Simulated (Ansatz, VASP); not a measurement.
Two plane-wave programs on AlGa3P4

```
CELL_PARAMETERS angstrom
5.50717 0.00000 0.00000
0.00000 5.50717 0.00000
0.00000 0.00000 5.50717
ATOMIC_POSITIONS crystal
Al 0.00000 0.00000 0.00000
Ga 0.50000 0.00000 0.50000
Ga 0.50000 0.50000 0.00000
Ga 0.00000 0.50000 0.50000
P 0.75050 0.24950 0.24950
P 0.75050 0.75050 0.75050
P 0.24950 0.24950 0.75050
P 0.24950 0.75050 0.24950
```

Alike in both runs: functional PBE; k mesh 6 × 6 × 6; occupations gaussian, width 0.02 eV; no spin polarisation.

Ansatz relaxed the structure, and its values are those at the end. VASP's run is a single point on that final structure, the one shown.

|  | VASP | Ansatz |
| --- | --- | --- |
| version | VASP 6.6.1 | Ansatz 0.2.0 |
| potentials or method | VASP PAW PBE potentials, release 64 (Al, Ga_d, P), cutoff 520 eV | scalar-relativistic, plane waves, PAW |
| valence electrons in the cell | 62 | 62 |

Ansatz gave:

```
gap on the k mesh at the Fermi level (eV) : 1.64
least direct gap on the mesh (eV)         : 1.73
pressure (GPa)                            : 0.0
```

Task: Which values does VASP return?

Result: gap on the k mesh at the Fermi level (eV): 1.64; least direct gap on the mesh (eV): 1.72; pressure (GPa): 0.0.

With one functional, cell and mesh, what is left measures potentials, basis and numerics.
